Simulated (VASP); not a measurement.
Wanted: the native input for a VASP 6.6.1 run.

| Property | Result |
| --- | --- |
| Task | single point |
| Functional | PBE |
| Potentials or basis | VASP PAW PBE potentials, release 64 (Co) |
| Cutoff | 520 eV |
| k mesh | 8 × 8 × 8 |
| Occupations | gaussian, width 0.1 eV |
| Spin | collinear spin, ferromagnetic start |
| Starting moments | [1.85, 1.85, 1.96, 1.96, 1.96, 1.96, 1.96, 1.96] μB |
| Dipole correction | no |
| Further INCAR settings | ALGO = Fast; EDIFF = 1e-06; NBANDS = 50 |

The structure of Co lies in POSCAR:

```
Co
1.0
    4.4639272721      0.0000000000      0.0000000000
    0.0000000000      4.4639272721      0.0000000000
    0.0000000000      0.0000000000      4.4639272721
Co
8
Direct
    0.5000000000      0.5000000000      0.5000000000
    0.0000000000      0.0000000000      0.0000000000
    0.2500000000      0.0000000000      0.5000000000
    0.5000000000      0.2500000000      0.0000000000
    0.5000000000      0.7500000000      0.0000000000
    0.7500000000      0.0000000000      0.5000000000
    0.0000000000      0.5000000000      0.7500000000
    0.0000000000      0.5000000000      0.2500000000
```

One way to write it, as run:

INCAR

```
  ALGO = Fast
  EDIFF = 1E-6
  ENCUT = 520
  GGA = PE
  ISIF = 2
  ISMEAR = 0
  ISPIN = 2
  LASPH = True
  LCHARG = True
  LELF = True
  LMAXMIX = 4
  LORBIT = 11
  LREAL = False
  LVHAR = True
  LWAVE = False
  MAGMOM = 1.85 1.85 1.96 1.96 1.96 1.96 1.96 1.96
  NBANDS = 50
  NELM = 150
  PREC = Accurate
  SIGMA = 0.1
```

KPOINTS

```
k-points
0
Gamma
  8 8 8
```

Potentials or basis: VASP PAW PBE potentials, release 64 (Co).

Launch:

```sh
$ cat potpaw_PBE.64/Co/POTCAR > POTCAR
$ mpirun -np 1 vasp_std > vasp.out
```

It gave:

```
Pressure                                              : -0.7 GPa
Net moment                                            : 13.47 μB per cell
Site moments                                          : Co +1.66, +1.72 (each value once) μB
Valence electrons inside the program's atomic spheres : Co 8.26, 8.24 (each value once)
```

Run time: 10 min on 1 thread of Intel Xeon 8259CL, with other jobs on the host, peak memory 0.37 GiB.
